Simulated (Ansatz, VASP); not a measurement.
Two plane-wave programs on O

```xyz
2
Lattice="9.0000 0.0000 0.0000 0.0000 9.5000 0.0000 0.0000 0.0000 10.0000" Properties=species:S:1:pos:R:3 pbc="T T T"
O     4.5000    4.7500    4.3850
O     4.5000    4.7500    5.6150
```

Alike in both runs: task relaxation of the atoms; functional r2SCAN; k mesh 1 × 1 × 1; collinear spin.

|  | VASP | Ansatz |
| --- | --- | --- |
| version | VASP 6.6.1 | Ansatz 0.2.0 |
| potentials or method | VASP PAW PBE potentials, release 64 (O), cutoff 520 eV | plane waves, PAW |
| occupations | methfessel-paxton of order 1, width 0.05 eV | cold, width 0.05 eV |
| valence electrons in the cell | 12 | 12 |

|  | VASP | Ansatz | Ansatz less VASP |
| --- | --- | --- | --- |
| net moment per atom (μB) | 1.00 | 1.00 | 0.000 |
| size of the moment on the site where the two differ most (μB) | 0.83 | 0.57 | -0.260 |

VASP's potentials were made for PBE, not for r2SCAN. Site moments also hang on the region over which each program counts them. Ansatz's warnings: end state compared, stress scf threshold loose.

Noted on VASP's run: the standard files for N, O and F lose accuracy on very short bonds.
